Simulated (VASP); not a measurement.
# W (Im-3m) in VASP: further runs, part 2 of 2

VASP 6.6.1. Earlier steps stand in the parts before.

### 4 Single point, PBEsol+D3(BJ)

This run uses another cell than the first one, of 16.01 Å³/atom, 1.063 times its volume.

Contents of INCAR:

```
SYSTEM = W
  PREC = Accurate
  ENCUT = 500
  EDIFF = 1E-6
  ISMEAR = 1
  SIGMA = 0.05
  LREAL = .False.
  LASPH = .True.
  NELM = 120
  ALGO = Normal
  ISIF = 2
  LWAVE = .False.
  LCHARG = .False.
  GGA = PS
  IVDW = 12
  NBANDS = 13
  GGA_COMPAT = .False.
```

Contents of KPOINTS:

```
regular mesh
0
Gamma
  10 10 10
  0 0 0
```

Contents of POSCAR:

```
W
1.0
   -1.5876019988      1.5876019988      1.5876019988
    1.5876019988     -1.5876019988      1.5876019988
    1.5876019988      1.5876019988     -1.5876019988
W
1
Direct
    0.0000000000      0.0000000000      0.0000000000
```

Potentials or basis: VASP PAW PBE potentials, release 64 (W_sv).

On the command line:

```
$ cat potpaw_PBE.64/W_sv/POTCAR > POTCAR
$ mpirun -np 1 vasp_std > vasp.out
```

OUTCAR:

```text
SYSTEM = W
   PREC = Accurate
   ENCUT = 500
   EDIFF = 1E-6
   ISMEAR = 1
   LREAL = .False.
   LASPH = .True.
   NELM = 120
   ISIF = 2
   GGA = PS
   IVDW = 12
 IVDW          = 12

 ion  position               nearest neighbor table
   1  0.000  0.000  0.000-

  LATTYP: Found a body centered cubic cell.
 ALAT       =     3.1752039976

  Lattice vectors:

 A1 = (  -1.5876019988,   1.5876019988,   1.5876019988)
 A2 = (   1.5876019988,  -1.5876019988,   1.5876019988)
 A3 = (   1.5876019988,   1.5876019988,  -1.5876019988)

Analysis of symmetry for initial positions (statically):
=====================================================================
 Subroutine PRICEL returns:
 Original cell was already a primitive cell.

 Routine SETGRP: Setting up the symmetry group for a
 body centered cubic supercell.

 Subroutine GETGRP returns: Found 48 space group operations
 (whereof 48 operations were pure point group operations)
 out of a pool of 48 trial point group operations.

The static configuration has the point symmetry O_h .

Analysis of symmetry for dynamics (positions and initial velocities):
=====================================================================
 Subroutine PRICEL returns:
 Original cell was already a primitive cell.

 Routine SETGRP: Setting up the symmetry group for a
 body centered cubic supercell.

 Subroutine GETGRP returns: Found 48 space group operations
 (whereof 48 operations were pure point group operations)
 out of a pool of 48 trial point group operations.

The dynamic configuration has the point symmetry O_h .

 Subroutine INISYM returns: Found 48 space group operations
 (whereof 48 operations are pure point group operations),
 and found     1 'primitive' translations

[... 117 lines left out ...]
   GGA     = PS    functional components
   LHFCALC =     F    Hartree Fock is set to
   AEXX    =    0.0000 exact exchange contribution
   IVDW    =    12    specifies the selected vdW correction
   LEPSILON=     F    determine dielectric tensor
   LRPA    =     F    only Hartree local field effects (RPA)
 non-spin polarized calculation
 Methfessel and Paxton  Order N= 1 SIGMA  =   0.05
  energy-cutoff  :      500.00
  volume of cell :       16.01
 maximum number of plane-waves:       420
   NGX =  9   NGY =  9   NGZ =  9

 number of electron      14.0000002 magnetization

 Free energy of the ion-electron system (eV)
  ---------------------------------------------------
  ext. energy  EPLUGINS =         0.00000000
  ---------------------------------------------------
  free energy    TOTEN  =       -13.79372879 eV

  energy without entropy =      -13.79368579  energy(sigma->0) =      -13.79371446

 E-fermi :  11.3319     XC(G=0): -13.7083

 val. band max:       11.1773149064   @ k =   0.5000   0.5000   0.2000
 cond. band min:      11.3469835302   @ k =   0.1000   0.1000   0.0000
 fundamental gap:      0.1696686239
 Fermi energy:        11.3318634513

 k-point     1 :       0.0000    0.0000    0.0000
  band No.  band energies     occupation
      1     -63.0388      2.00000
      2     -26.6095      2.00000
      3     -26.6095      2.00000
      4     -26.6095      2.00000
      5       1.5368      2.00000
      6       9.9080      2.00000
      7       9.9080      2.00000
      8       9.9080      2.00000
      9      13.3428      0.00000
     10      13.3428      0.00000
     11      25.6570      0.00000
     12      25.6570      0.00000
     13      25.6570      0.00000
[... 354 lines left out ...]
  band No.  band energies     occupation
      1     -62.9445      2.00000
      2     -27.4334      2.00000
      3     -26.9247      2.00000
      4     -26.7092      2.00000
      5       4.9342      2.00000
      6       8.7215      2.00000
      7       9.0682      2.00000
      8      11.9271     -0.00000
      9      13.5670      0.00000
     10      14.3242      0.00000
     11      24.8098      0.00000
     12      27.4120      0.00000
     13      31.5305      0.00000

 [... further k-points ...]

------------------------ aborting loop because EDIFF is reached ----------------------------------------

 Edisp (eV)   -0.73638

 E8    (eV) :    -0.5399

  FORCE on cell =-STRESS in cart. coord.  units (eV):
  Direction    XX          YY          ZZ          XY          YZ          ZX
  --------------------------------------------------------------------------------------
  -------------------------------------------------------------------------------------
  Total      -1.28042    -1.28042    -1.28042    -0.00000    -0.00000     0.00000
  in kB    -128.16759  -128.16759  -128.16759    -0.00000    -0.00000     0.00000
  external pressure =     -128.17 kB  Pullay stress =        0.00 kB

 VOLUME and BASIS-vectors are now :
 -----------------------------------------------------------------------------
  energy-cutoff  :      500.00
  volume of cell :       16.01
      direct lattice vectors                 reciprocal lattice vectors
    -1.587601999  1.587601999  1.587601999     0.000000000  0.314940395  0.314940395
     1.587601999 -1.587601999  1.587601999     0.314940395  0.000000000  0.314940395
     1.587601999  1.587601999 -1.587601999     0.314940395  0.314940395  0.000000000

 POSITION                                       TOTAL-FORCE (eV/Angst)
 -----------------------------------------------------------------------------------
      0.00000      0.00000      0.00000        -0.000000      0.000000     -0.000000
 -----------------------------------------------------------------------------------
    total drift:                                0.000000     -0.000000      0.000000

  FREE ENERGIE OF THE ION-ELECTRON SYSTEM (eV)
  ---------------------------------------------------
  free  energy   TOTEN  =       -14.5301130411 eV

  energy  without entropy=      -14.5300700432  energy(sigma->0) =      -14.53009871
```

Wall time 16 s (1 thread of Intel Xeon 8259CL, shared host); peak memory 0.14 GiB.

Results:

```
Free energy                : -14.5301 eV
Pressure                   : -12.8 GPa
Band gap on the k mesh     : zero (band 7 reaches 16.23 eV, above the bottom of band 8 at 9.91 eV)
Dispersion energy per atom : -0.736 eV
```

Caveat: three body term missing; the PAW data sets were made with another functional, which shifts forces and pressure a little; spin-orbit coupling is left out, which moves the levels of the heavy elements; pairwise dispersion overbinds metals, which lowers pressure and volume.

### 5 Single point, PBEsol+D3(BJ)

This run uses another cell than the first one, of 16.48 Å³/atom, 1.095 times its volume.

Contents of INCAR:

```
SYSTEM = W
PREC = Accurate
ENCUT = 500
EDIFF = 1E-6
ISMEAR = 1
SIGMA = 0.05
LREAL = .FALSE.
LASPH = .TRUE.
NELM = 120
ALGO = Normal
ISIF = 2
LWAVE = .FALSE.
LCHARG = .FALSE.
GGA = PS
IVDW = 12
NBANDS = 13
GGA_COMPAT = .FALSE.
```

Contents of KPOINTS:

```
Automatic mesh
0
G
  10 10 10
  0 0 0
```

Contents of POSCAR:

```
W
1.0
   -1.6031677168      1.6031677168      1.6031677168
    1.6031677168     -1.6031677168      1.6031677168
    1.6031677168      1.6031677168     -1.6031677168
W
1
Direct
    0.0000000000      0.0000000000      0.0000000000
```

On the command line:

```
$ cat potpaw_PBE.64/W_sv/POTCAR > POTCAR
$ mpirun -np 1 vasp_std > vasp.out
```

Wall time 14 s (1 thread of Intel Xeon 8259CL, shared host); peak memory 0.14 GiB.

The run converged. Its results:

| Quantity | Value |
| --- | --- |
| Free energy | -14.4802 eV |
| Pressure | -20.8 GPa |
| Band gap on the k mesh | zero (band 7 reaches 15.61 eV, above the bottom of band 8 at 9.54 eV) |
| Dispersion energy per atom | -0.715 eV |

Levels at points of the mesh, in eV from the Fermi level:
| k point | band 4 | band 5 | band 6 | band 7 | band 8 | band 9 | band 10 | band 11 |
| --- | --- | --- | --- | --- | --- | --- | --- | --- |
| (0.00, 0.00, 0.00) | -38.01 | -9.62 | -1.37 | -1.37 | -1.37 | 1.95 | 1.95 | 14.27 |
| (0.50, 0.00, 0.00) | -38.02 | -6.23 | -3.58 | 0.38 | 1.83 | 2.75 | 5.63 | 10.25 |
| (0.50, 0.50, 0.50) | -38.81 | -5.73 | -5.73 | 4.70 | 4.70 | 4.70 | 7.76 | 7.76 |

Caveat: three body term missing; the PAW data sets were made with another functional, which shifts forces and pressure a little; spin-orbit coupling is left out, which moves the levels of the heavy elements; pairwise dispersion overbinds metals, which lowers pressure and volume.

### 6 Single point, PBEsol+D3(BJ)

This run uses another cell than the first one, of 16.96 Å³/atom, 1.126 times its volume.

Contents of INCAR:

```
PREC = Accurate
ENCUT = 500
EDIFF = 1E-6
ISMEAR = 1
SIGMA = 0.05
LREAL = F
LASPH = T
NELM = 120
ALGO = Normal
ISIF = 2
LWAVE = F
LCHARG = F
GGA = PS
IVDW = 12
NBANDS = 13
GGA_COMPAT = F
```

Contents of KPOINTS:

```
regular mesh
0
Gamma
  10 10 10
```

Contents of POSCAR:

```
W
1.0
   -1.6184368998      1.6184368998      1.6184368998
    1.6184368998     -1.6184368998      1.6184368998
    1.6184368998      1.6184368998     -1.6184368998
W
1
Direct
    0.0000000000      0.0000000000      0.0000000000
```

Potentials or basis: VASP PAW PBE potentials, release 64 (W_sv).

On the command line:

```
$ cat potpaw_PBE.64/W_sv/POTCAR > POTCAR
$ mpirun -np 1 vasp_std > vasp.out
```

OUTCAR:

```text
PREC = Accurate
   ENCUT = 500
   EDIFF = 1E-6
   ISMEAR = 1
   LREAL = F
   LASPH = T
   NELM = 120
   ISIF = 2
   GGA = PS
   IVDW = 12
 IVDW          = 12

 ion  position               nearest neighbor table
   1  0.000  0.000  0.000-

  LATTYP: Found a body centered cubic cell.
 ALAT       =     3.2368737996

  Lattice vectors:

 A1 = (  -1.6184368998,   1.6184368998,   1.6184368998)
 A2 = (   1.6184368998,  -1.6184368998,   1.6184368998)
 A3 = (   1.6184368998,   1.6184368998,  -1.6184368998)

Analysis of symmetry for initial positions (statically):
=====================================================================
 Subroutine PRICEL returns:
 Original cell was already a primitive cell.

 Routine SETGRP: Setting up the symmetry group for a
 body centered cubic supercell.

 Subroutine GETGRP returns: Found 48 space group operations
 (whereof 48 operations were pure point group operations)
 out of a pool of 48 trial point group operations.

The static configuration has the point symmetry O_h .

Analysis of symmetry for dynamics (positions and initial velocities):
=====================================================================
[... 170 lines left out ...]
      6       9.1925      2.00000
      7       9.1925      2.00000
      8       9.1925      2.00000
      9      12.3975      0.00000
     10      12.3975      0.00000
     11      24.7112      0.00000
     12      24.7112      0.00000
     13      24.7112      0.00000
[... 354 lines left out ...]
  band No.  band energies     occupation
      1     -63.8529      2.00000
      2     -28.2476      2.00000
      3     -27.8327      2.00000
      4     -27.6519      2.00000
      5       4.3277      2.00000
      6       8.0999      2.00000
      7       8.3918      2.00000
      8      11.0810     -0.00000
      9      12.5792      0.00000
     10      13.2626      0.00000
     11      23.5321      0.00000
     12      25.8851      0.00000
     13      29.8698      0.00000

 [... further k-points ...]

------------------------ aborting loop because EDIFF is reached ----------------------------------------

 Edisp (eV)   -0.69492

 E8    (eV) :    -0.5095

  FORCE on cell =-STRESS in cart. coord.  units (eV):
  Direction    XX          YY          ZZ          XY          YZ          ZX
  --------------------------------------------------------------------------------------
  -------------------------------------------------------------------------------------
  Total      -2.92097    -2.92097    -2.92097     0.00000    -0.00000     0.00000
  in kB    -275.98827  -275.98827  -275.98827     0.00000    -0.00000     0.00000
  external pressure =     -275.99 kB  Pullay stress =        0.00 kB

 VOLUME and BASIS-vectors are now :
 -----------------------------------------------------------------------------
  energy-cutoff  :      500.00
  volume of cell :       16.96
      direct lattice vectors                 reciprocal lattice vectors
    -1.618436900  1.618436900  1.618436900     0.000000000  0.308940064  0.308940064
     1.618436900 -1.618436900  1.618436900     0.308940064  0.000000000  0.308940064
     1.618436900  1.618436900 -1.618436900     0.308940064  0.308940064  0.000000000

 POSITION                                       TOTAL-FORCE (eV/Angst)
 -----------------------------------------------------------------------------------
      0.00000      0.00000      0.00000         0.000000     -0.000000      0.000000
 -----------------------------------------------------------------------------------
    total drift:                                0.000000      0.000000      0.000000

  FREE ENERGIE OF THE ION-ELECTRON SYSTEM (eV)
  ---------------------------------------------------
  free  energy   TOTEN  =       -14.4083592855 eV

  energy  without entropy=      -14.4082145512  energy(sigma->0) =      -14.40831104
```

OSZICAR:

```text
N       E                     dE             d eps       ncg     rms          rms(c)
DAV:   1     0.815135562719E+02    0.81514E+02   -0.72854E+03  1230   0.118E+03
DAV:   2    -0.128533662389E+02   -0.94367E+02   -0.90882E+02  1392   0.314E+02
DAV:   3    -0.144672600394E+02   -0.16139E+01   -0.16012E+01  1322   0.397E+01
DAV:   4    -0.144739211736E+02   -0.66611E-02   -0.66610E-02  1367   0.282E+00
DAV:   5    -0.144739833618E+02   -0.62188E-04   -0.62189E-04  1347   0.253E-01    0.191E+01
DAV:   6    -0.138677643649E+02    0.60622E+00   -0.52437E-01  1262   0.931E+00    0.705E+00
DAV:   7    -0.137189889783E+02    0.14878E+00   -0.24510E-01  1322   0.599E+00    0.808E-01
DAV:   8    -0.137136555887E+02    0.53334E-02   -0.46480E-03  1232   0.907E-01    0.108E-01
DAV:   9    -0.137134396280E+02    0.21596E-03   -0.19220E-04  1392   0.156E-01    0.406E-02
DAV:  10    -0.137134380256E+02    0.16024E-05   -0.12545E-05  1267   0.457E-02    0.187E-03
DAV:  11    -0.137134382117E+02   -0.18617E-06   -0.28390E-07   801   0.593E-03
   1 F= -.14408359E+02 E0= -.14408311E+02  d E =-.144734E-03
```

It took 15 s on 1 thread of Intel Xeon 8259CL, shared host; peak memory 0.14 GiB.

Results:

| Quantity | Value |
| --- | --- |
| Free energy | -14.4084 eV |
| Pressure | -27.6 GPa |
| Band gap on the k mesh | zero (band 7 reaches 15.02 eV, above the bottom of band 8 at 9.19 eV) |
| Dispersion energy per atom | -0.695 eV |

Levels at points of the mesh, in eV from the Fermi level:
| k point | band 3 | band 4 | band 5 | band 6 | band 7 | band 8 | band 9 | band 10 | band 11 | band 12 |
| --- | --- | --- | --- | --- | --- | --- | --- | --- | --- | --- |
| (0.00, 0.00, 0.00) | -38.07 | -38.07 | -9.45 | -1.31 | -1.31 | -1.31 | 1.89 | 1.89 | 14.21 | 14.21 |
| (0.50, 0.00, 0.00) | -38.41 | -38.08 | -6.04 | -3.44 | 0.31 | 1.75 | 2.65 | 5.40 | 9.83 | 11.15 |
| (0.50, 0.50, 0.50) | -38.80 | -38.80 | -5.51 | -5.51 | 4.52 | 4.52 | 4.52 | 7.55 | 7.55 | 7.55 |

Caveat: three body term missing; the PAW data sets were made with another functional, which shifts forces and pressure a little; spin-orbit coupling is left out, which moves the levels of the heavy elements; pairwise dispersion overbinds metals, which lowers pressure and volume.

### 7 Summary

| cell | gap on the mesh (eV) | pressure (GPa) |
| --- | --- | --- |
| a = 2.694 Å, angles 109.5°, 1 atom | none | 7.5 |
| a = 2.722 Å, angles 109.5°, 1 atom | none | -3.5 |
| a = 2.750 Å, angles 109.5°, 1 atom | none | -12.8 |
| a = 2.777 Å, angles 109.5°, 1 atom | none | -20.8 |
| a = 2.803 Å, angles 109.5°, 1 atom | none | -27.6 |

Alike in all rows: task single point; level PBEsol+D3(BJ); potentials or basis VASP PAW PBE potentials, release 64 (W_sv); no spin polarisation; k mesh 10 × 10 × 10; cutoff (eV) 500; smearing methfessel-paxton 0.05 eV.

Caveats: three body term missing; the PAW data sets were made with another functional, which shifts forces and pressure a little; spin-orbit coupling is left out, which moves the levels of the heavy elements; pairwise dispersion overbinds metals, which lowers pressure and volume.

Total energies depend on the potentials used, so only differences within one code and one set of settings carry meaning.
